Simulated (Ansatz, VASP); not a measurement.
**Two plane-wave programs on Na**

```
Na
1.0
    -2.14874    2.14874    2.04364
     2.14874   -2.14874    2.04364
     2.14874    2.14874   -2.04364
Na
1
Direct
  0.00000 0.00000 0.00000
```

Alike in both runs: functional r2SCAN; k mesh 14 × 14 × 14; occupations gaussian, width 0.1 eV; no spin polarisation.

Ansatz relaxed the structure, and its values are those at the end. VASP's run is a single point on that final structure, the one shown.

|  | VASP | Ansatz |
| --- | --- | --- |
| version | VASP 6.6.1 | Ansatz 0.2.0 |
| potentials or method | VASP PAW PBE potentials, release 64 (Na_pv), cutoff 520 eV | scalar-relativistic, plane waves, PAW |
| valence electrons in the cell | 7 | 9 |

|  | VASP | Ansatz | Ansatz less VASP |
| --- | --- | --- | --- |
| gap on the k mesh at the Fermi level (eV) | none | none | - |
| pressure (GPa) | 0.0 | 0.0 | -0.05 |

VASP's potentials were made for PBE, not for r2SCAN. A gap of «none» marks a metal or a gap that the smearing closes. VASP's potentials hold 7 valence electrons a cell and Ansatz's 9, so a difference there can come from the potentials and not from the codes.
